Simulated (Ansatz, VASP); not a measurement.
## CaHf: VASP beside Ansatz

```
Ca Hf
1.0
     0.00000    3.15017    3.15017
     3.15017    0.00000    3.15017
     3.15017    3.15017    0.00000
Ca Hf
1 1
Direct
  0.00000 0.00000 0.00000
  0.50000 0.50000 0.50000
```

Change from the starting cell: species swapped into the TbSb type (Fm-3m, No. 225).

Alike in both runs: functional PBE; k mesh 6 × 6 × 6; occupations gaussian, width 0.1 eV; no spin polarisation.

Ansatz relaxed the structure, and its values are those at the end. VASP's run is a single point on that final structure, the one shown.

```csv
,VASP,Ansatz
version,VASP 6.6.1,Ansatz 0.2.0
potentials or method,"VASP PAW PBE potentials, release 64 (Ca_sv, Hf_pv), cutoff 520 eV","scalar-relativistic, plane waves, PAW"
valence electrons in the cell,20,36
```

VASP gave:

- gap on the k mesh at the Fermi level (eV): none
- pressure (GPa): 0.2

Problem. What did Ansatz give for the same quantities?

Solution. gap on the k mesh at the Fermi level (eV): none; pressure (GPa): 0.3.

A gap of «none» marks a metal or a gap that the smearing closes. The functional is the same, so the differences come from potentials, cutoffs and numerics. VASP's potentials hold 20 valence electrons a cell and Ansatz's 36, so a difference there can come from the potentials and not from the codes.

Spin-orbit coupling is off throughout.
